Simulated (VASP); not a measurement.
Write the native input for VASP 6.6.1 that does the following.

* Task: single point
* Functional: r2SCAN
* Potentials or basis: VASP PAW PBE potentials, release 64 (Sc_sv, Al)
* Cutoff: 520 eV
* k mesh: 10 × 10 × 10
* Occupations: gaussian, width 0.1 eV
* Spin: no spin polarisation
* Dipole correction: no
* Further INCAR settings: ALGO = Normal; EDIFF = 1e-07; NBANDS = 14

ScAl:

```
CELL_PARAMETERS angstrom
3.37035 0.00000 0.00000
0.00000 3.37035 0.00000
0.00000 0.00000 3.37035
ATOMIC_POSITIONS crystal
Sc 0.50000 0.50000 0.50000
Al 0.00000 0.00000 0.00000
```

These files were run (other wordings do the same):

POSCAR

```
ScAl
1.0
    3.3703489700      0.0000000000      0.0000000000
    0.0000000000      3.3703489700      0.0000000000
    0.0000000000      0.0000000000      3.3703489700
Sc Al
1 1
Direct
    0.5000000000      0.5000000000      0.5000000000
    0.0000000000      0.0000000000      0.0000000000
```

INCAR.step1

```
PREC = Accurate
ENCUT = 520
ISMEAR = 0
SIGMA = 0.1
LREAL = False
LASPH = True
NELM = 60
NBANDS = 14
GGA = PE
ALGO = Normal
EDIFF = 1E-4
LWAVE = True
LCHARG = False
```

INCAR.step2

```
PREC = Accurate
ENCUT = 520
EDIFF = 1E-7
ISMEAR = 0
SIGMA = 0.1
LREAL = False
LASPH = True
NELM = 60
ALGO = Normal
ISIF = 2
LWAVE = False
LCHARG = False
METAGGA = R2SCAN
LMIXTAU = True
NBANDS = 14
ISTART = 1
```

KPOINTS

```
regular mesh
0
Gamma
  10 10 10
```

Potentials or basis: VASP PAW PBE potentials, release 64 (Sc_sv, Al).

Run with:

```console
$ cat potpaw_PBE.64/Sc_sv/POTCAR potpaw_PBE.64/Al/POTCAR > POTCAR
$ cp INCAR.step1 INCAR
$ mpirun -np 1 vasp_std > vasp.out
$ cp INCAR.step2 INCAR
$ mpirun -np 1 vasp_std > vasp.out
```

Results of the run:

| Quantity | Value |
| --- | --- |
| Pressure | 0.2 GPa |
| Band gap on the k mesh | zero (bands 7 and 8 overlap by 1.25 eV) |

Caveat: the PAW data sets were made with another functional, which shifts forces and pressure a little.

It took 70 s on 1 thread of Intel(R) Xeon(R) 6975P-C (Granite Rapids), on a shared host, peak memory 0.17 GiB.
